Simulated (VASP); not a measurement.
Here is a VASP 6.6.1 calculation.

Contents of POSCAR:

```
ZrGeS
1.0
    3.5844470000      0.0000000000      0.0000000000
    0.0000000000      3.5844470000      0.0000000000
    0.0000000000      0.0000000000      8.0042940000
Ge Zr S
2 2 2
Direct
    0.0000000000      0.0000000000      0.0000000000
    0.5000000000      0.5000000000      0.0000000000
    0.0000000000      0.5000000000      0.2680000000
    0.5000000000      0.0000000000      0.7320000000
    0.0000000000      0.5000000000      0.6180000000
    0.5000000000      0.0000000000      0.3820000000
```

INCAR.step1

```
PREC = Accurate ; ENCUT = 520
ISMEAR = -1 ; SIGMA = 0.1
LREAL = F ; LASPH = T
NELM = 80 ; NBANDS = 41
GGA = PE ; ALGO = Normal
EDIFF = 1E-4 ; LWAVE = T
LCHARG = F
```

The input INCAR.step2:

```
PREC = Accurate ; ENCUT = 520
EDIFF = 1E-6 ; ISMEAR = -1
SIGMA = 0.1 ; LREAL = F
LASPH = T ; NELM = 80
ALGO = Normal ; ISIF = 2
LWAVE = F ; LCHARG = T
METAGGA = R2SCAN ; LMIXTAU = T
LELF = T ; LVHAR = T
NBANDS = 41 ; ISTART = 1
```

Contents of KPOINTS:

```
regular mesh
0
Gamma
  9 9 4
```

Potentials or basis: VASP PAW PBE potentials, release 64 (Ge_d, Zr_sv, S).

Run with:

```console
$ cat potpaw_PBE.64/Ge_d/POTCAR potpaw_PBE.64/Zr_sv/POTCAR potpaw_PBE.64/S/POTCAR > POTCAR
$ cp INCAR.step1 INCAR
$ mpirun -np 1 vasp_std > vasp.out
$ cp INCAR.step2 INCAR
$ mpirun -np 1 vasp_std > vasp.out
```

Question: Predict the pressure.

Answer: 5.8 GPa.

Question: Predict the largest force.

Answer: 1.046 eV/Å.

Forces on the atoms (eV/Å):
```
Ge   0.000  0.000  0.000
Ge   0.000  0.000  0.000
Zr   0.000  0.000  1.046
Zr   0.000  0.000 -1.046
S    0.000  0.000  0.390
S    0.000  0.000 -0.390
```

Caveat: the cell stands under pressure; the PAW data sets were made with another functional, which shifts forces and pressure a little.
